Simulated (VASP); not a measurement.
FeNi3: single point with r2SCAN

Crystal: FeNi3.

```
Fe Ni
1.0
     0.00000    2.71388    2.71388
     2.71388    0.00000    2.71388
     2.71388    2.71388    0.00000
Fe Ni
1 3
Direct
  0.00000 0.00000 0.00000
  0.75000 0.75000 0.75000
  0.25000 0.25000 0.25000
  0.50000 0.50000 0.50000
```

* Program: VASP 6.6.1
* Task: single point
* Functional: r2SCAN
* Potentials or basis: VASP PAW PBE potentials, release 64 (Fe, Ni)
* Cutoff: 520 eV
* k mesh: 7 × 7 × 7
* Occupations: methfessel-paxton, width 0.1 eV
* Spin: collinear spin, ferromagnetic start
* Starting moments: [2.4, 1.0, 1.0, 1.0] μB
* Dipole correction: no
* Further INCAR settings: ALGO = Normal; EDIFF = 1e-06; NBANDS = 31

```json
{"Pressure": "21.6 GPa", "Net moment": "4.35 μB per cell", "Site moments": "Fe +2.96; Ni +0.63, +0.16 (each value once) μB", "Valence electrons inside the program's atomic spheres": "Fe 7.31; Ni 9.60, 9.61 (each value once)"}
```

Levels at points of the mesh, in eV from the Fermi level:
Spin up:
```tsv
k point	band 18	band 19	band 20	band 21	band 22	band 23	band 24	band 25
(0.00, 0.00, 0.00)	-0.81	-0.59	-0.59	-0.59	8.82	8.82	8.82	8.92
```
Spin down:
```
           k point  band 15  band 16  band 17  band 18  band 19  band 20
(0.00, 0.00, 0.00)    -0.22    -0.22     1.08     1.08     1.08     1.80
```

Wall time 4.7 min on 1 thread of Oxide Virtual Turin-like Processor, on a shared host, peak memory 0.18 GiB.

Caveat: the cell stands under pressure; the PAW data sets were made with another functional, which shifts forces and pressure a little.
